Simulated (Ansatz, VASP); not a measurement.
## Two plane-wave programs on MoS2

INCAR

```
PREC = Accurate
ENCUT = 520
EDIFF = 1E-8
ISMEAR = -1
SIGMA = 0.03
LREAL = F
LASPH = T
NELM = 60
ALGO = Normal
ISIF = 2
LWAVE = F
LCHARG = F
GGA = PE
LEFG = T
NBANDS = 35
```

File KPOINTS:

```
Automatic mesh
0
Gamma
  10 10 3
```

The input POSCAR:

```
MoS2
1.0
    3.1610016016      0.0000000000      0.0000000000
   -1.5805008008      2.7375076884      0.0000000000
    0.0000000000      0.0000000000     11.9261500000
Mo S
2 4
Direct
    0.3333333333      0.6666666667      0.2500000000
    0.6666666667      0.3333333333      0.7500000000
    0.3333333333      0.6666666667      0.6275000000
    0.6666666667      0.3333333333      0.1275000000
    0.3333333333      0.6666666667      0.8725000000
    0.6666666667      0.3333333333      0.3725000000
```

Input for Ansatz:

```yaml
crystal:
  lattice:
    - [3.1610016016, 0.0, 0.0]
    - [-1.5805008008, 2.7375076884, 0.0]
    - [0.0, 0.0, 11.92615]
  atoms:
    - { symbol: Mo, position: [0.3333333333, 0.6666666667, 0.25] }
    - { symbol: Mo, position: [0.6666666667, 0.3333333333, 0.75] }
    - { symbol: S, position: [0.3333333333, 0.6666666667, 0.6275] }
    - { symbol: S, position: [0.6666666667, 0.3333333333, 0.1275] }
    - { symbol: S, position: [0.3333333333, 0.6666666667, 0.8725] }
    - { symbol: S, position: [0.6666666667, 0.3333333333, 0.3725] }
kpoints:
  mp_grid: { grid: [10, 10, 3] }
scf:
  occupations: { method: fermi_dirac, width: 0.03 }
hamiltonian:
  xc: pbe
  pseudopotentials: { kind: paw }
output:
  forces: true
  stress: true
  eigenvalues: true
  efg: { contact_densities: true }
  write_density: true
  write_potential: true
  elf: true
  volumetric_format: npy
```

Change from the starting cell: zz strain of -3 %, PAW files.

Alike in both runs: task electric field gradients; functional PBE; k mesh 10 × 10 × 3; occupations fermi-dirac, width 0.03 eV; no spin polarisation.

|  | VASP | Ansatz |
| --- | --- | --- |
| version | VASP 6.6.1 | Ansatz 0.2.0 |
| potentials or method | VASP PAW PBE potentials, release 64 (Mo_sv, S) | PAW with Ansatz's default frozen-core files, scalar-relativistic |
| plane-wave cutoff (eV) | 520 | 420 |
| valence electrons in the cell | 52 | 52 |

VASP gave:

| Item | Value |
| --- | --- |
| pressure (GPa) | 14.7 |
| traceless stress, the component that is largest in VASP (GPa) | 8.49 |
| rms of the force components (eV/Å) | 1.039 |
| size of Vzz on the site where it differs most (V/Å²) | 106.0 |

Q: Which values does Ansatz return?

A: Pressure (GPa): 14.9; traceless stress, the component that is largest in VASP (GPa): 8.55; rms of the force components (eV/Å): 1.050; size of Vzz on the site where it differs most (V/Å²): 104.3.

Atom by atom the forces differ by 0.011 eV/Å (rms over components).
